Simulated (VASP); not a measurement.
**Pb: single point with PBE**

Pb:

```xyz
1
Lattice="0.0000 2.4750 2.4750 2.4750 0.0000 2.4750 2.4750 2.4750 0.0000" Properties=species:S:1:pos:R:3 pbc="T T T"
Pb    0.0000    0.0000    0.0000
```

| Item | Value |
| --- | --- |
| Program | VASP 6.6.1 |
| Task | single point |
| Functional | PBE |
| Potentials or basis | VASP PAW PBE potentials, release 64 (Pb_d) |
| Cutoff | 500 eV |
| k mesh | 10 × 10 × 10 |
| Occupations | fermi-dirac, width 0.01 eV |
| Spin | no spin polarisation |
| Dipole correction | no |
| Further INCAR settings | ALGO = Normal; EDIFF = 1e-06; NBANDS = 13 |

The pressure is 2.0 GPa and the band gap on the k mesh is zero (bands 7 and 8 overlap by 9.02 eV).

Levels at points of the mesh, in eV from the Fermi level:
| k point | band 5 | band 6 | band 7 | band 8 | band 9 | band 10 |
| --- | --- | --- | --- | --- | --- | --- |
| (0.00, 0.00, 0.00) | -17.01 | -11.83 | 7.34 | 7.34 | 7.34 | 9.69 |
| (0.50, 0.00, 0.00) | -16.88 | -8.20 | -4.28 | 5.51 | 5.51 | 9.17 |
| (0.50, 0.50, 0.00) | -16.84 | -6.79 | -3.34 | 1.98 | 1.98 | 5.31 |

Wall time 25 s on 1 thread of AMD EPYC 7R43 64-Core Processor (Zen 3) (shared host), peak memory 0.12 GiB.

Caveat: spin-orbit coupling is left out, which moves the levels of the heavy elements.
